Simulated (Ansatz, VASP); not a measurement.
**TaPb2 in VASP and in Ansatz**

```xyz
3
Lattice="-1.9750 1.9750 4.8450 1.9750 -1.9750 4.8450 1.9750 1.9750 -4.8450" Properties=species:S:1:pos:R:3 pbc="T T T"
Ta    0.0000    0.0000    0.0000
Pb    0.0000    0.0000    6.4438
Pb    0.0000    0.0000    3.2461
```

Alike in both runs: task single point; functional PBE; k mesh 6 × 6 × 6; occupations gaussian, width 0.1 eV; no spin polarisation.

|  | VASP | Ansatz |
| --- | --- | --- |
| version | VASP 6.6.1 | Ansatz 0.2.0 |
| potentials or method | VASP PAW PBE potentials, release 64 (Ta_pv, Pb_d), cutoff 520 eV | scalar-relativistic, plane waves, PAW |
| valence electrons in the cell | 39 | 41 |

|  | VASP | Ansatz | Ansatz less VASP |
| --- | --- | --- | --- |
| gap on the k mesh at the Fermi level (eV) | none | none | - |
| pressure (GPa) | -5.2 | -5.1 | +0.02 |
| traceless stress, the component that is largest in VASP (GPa) | 2.60 | 2.61 | +0.006 |
| rms of the force components (eV/Å) | 0.332 | 0.331 | -0.0012 |

Atom by atom the forces differ by 0.001 eV/Å (rms over components). A gap of «none» marks a metal or a gap that the smearing closes. The functional is the same, so the differences come from potentials, cutoffs and numerics. VASP's potentials hold 39 valence electrons a cell and Ansatz's 41, so a difference there can come from the potentials and not from the codes.

The k mesh is coarse, so the values compare programs but aren't converged. Neither program's run includes spin-orbit coupling.
